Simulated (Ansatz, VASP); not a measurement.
**Mg: VASP beside Ansatz**

File INCAR:

```
PREC = Accurate
ENCUT = 520
EDIFF = 1E-8
ISMEAR = -1
SIGMA = 0.05
LREAL = F
LASPH = T
NELM = 80
ALGO = Normal
ISIF = 2
LWAVE = F
LCHARG = F
GGA = PE
LEFG = T
NBANDS = 9
```

File KPOINTS:

```
Automatic mesh
0
Gamma
  12 12 7
```

File POSCAR:

```
Mg
1.0
    3.2092715325      0.0000000000      0.0000000000
   -1.6046357662      2.7793106748      0.0000000000
    0.0000000000      0.0000000000      5.2103300000
Mg
2
Direct
    0.3333333333      0.6666666667      0.2500000000
    0.6666666667      0.3333333333      0.7500000000
```

Input for Ansatz:

```yaml
crystal:
  lattice:
    - [3.2092715325, 0.0, 0.0]
    - [-1.6046357662, 2.7793106748, 0.0]
    - [0.0, 0.0, 5.21033]
  atoms:
    - { symbol: Mg, position: [0.3333333333, 0.6666666667, 0.25] }
    - { symbol: Mg, position: [0.6666666667, 0.3333333333, 0.75] }
kpoints:
  mp_grid: { grid: [12, 12, 7] }
  band_path:
    path:
      - [0.0, 0.0, 0.0]
      - [0.5, 0.0, 0.0]
      - [0.3333333333, 0.3333333333, 0.0]
      - [0.0, 0.0, 0.0]
      - [0.0, 0.0, 0.5]
      - [0.5, 0.0, 0.5]
      - [0.3333333333, 0.3333333333, 0.5]
      - [0.0, 0.0, 0.5]
      - [0.5, 0.0, 0.5]
    npoints: 8
scf:
  occupations: { method: fermi_dirac, width: 0.05 }
hamiltonian:
  xc: pbe
  pseudopotentials: { kind: all_electron, datasets: crystal }
output:
  forces: true
  stress: true
  eigenvalues: true
  efg: { contact_densities: true }
```

Alike in both runs: task electric field gradients; functional PBE; k mesh 12 × 12 × 7; occupations fermi-dirac, width 0.05 eV; no spin polarisation.

```csv
,VASP,Ansatz
version,VASP 6.6.1,Ansatz 0.2.0
potentials or method,"VASP PAW PBE potentials, release 64 (Mg), cutoff 520 eV","all-electron PAW with datasets made for the crystal, scalar-relativistic"
```

Ansatz gave:

| Property | Result |
| --- | --- |
| pressure (GPa) | -0.5 |
| traceless stress, the component that is largest in VASP (GPa) | -0.57 |
| size of Vzz on the site where it differs most (V/Å²) | 1.3 |

**Question.** Which values does VASP return?

**Answer.** Pressure (GPa): -0.6; traceless stress, the component that is largest in VASP (GPa): -0.58; size of Vzz on the site where it differs most (V/Å²): 1.1.

Ansatz ran all-electron here, and VASP with PAW potentials.
